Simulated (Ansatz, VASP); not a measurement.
One calculation of Mg2InPtC6N6, two programs

```xyz
16
Lattice="0.0000 5.5463 5.5463 5.5463 0.0000 5.5463 5.5463 5.5463 0.0000" Properties=species:S:1:pos:R:3 pbc="T T T"
Mg    2.7732    2.7732    2.7732
Mg    8.3195    8.3195    8.3195
In    5.5463    5.5463    5.5463
Pt    0.0000    0.0000    0.0000
C     2.0921    5.5463    5.5463
C     5.5463    2.0921    5.5463
C     5.5463    5.5463    2.0921
C     9.0005    5.5463    5.5463
C     5.5463    9.0005    5.5463
C     5.5463    5.5463    9.0005
N     3.2588    5.5463    5.5463
N     5.5463    3.2588    5.5463
N     5.5463    5.5463    3.2588
N     7.8339    5.5463    5.5463
N     5.5463    7.8339    5.5463
N     5.5463    5.5463    7.8339
```

Alike in both runs: functional PBE; k mesh 6 × 6 × 6; occupations gaussian, width 0.1 eV; no spin polarisation.

Ansatz relaxed the structure, and its values are those at the end. VASP's run is a single point on that final structure, the one shown.

|  | VASP | Ansatz |
| --- | --- | --- |
| version | VASP 6.6.1 | Ansatz 0.2.0 |
| potentials or method | VASP PAW PBE potentials, release 64 (Mg, In_d, Pt, C, N), cutoff 520 eV | scalar-relativistic, plane waves, PAW |
| valence electrons in the cell | 81 | 105 |

Ansatz gave:

```
gap on the k mesh at the Fermi level (eV) : none
pressure (GPa)                            : 0.0
rms of the force components (eV/Å)        : 0.002
```

Task: Estimate VASP's values.

Result: gap on the k mesh at the Fermi level (eV): none; pressure (GPa): 0.3; rms of the force components (eV/Å): 0.202.

A gap of «none» marks a metal or a gap that the smearing closes. One of these differences is far larger than is usual between the two programs; its cause wasn't traced. The functional is the same, so the differences come from potentials, cutoffs and numerics. VASP's potentials hold 81 valence electrons a cell and Ansatz's 105, so a difference there can come from the potentials and not from the codes.

Spin-orbit coupling is off throughout. Noted on VASP's run: the standard files for N, O and F lose accuracy on very short bonds.
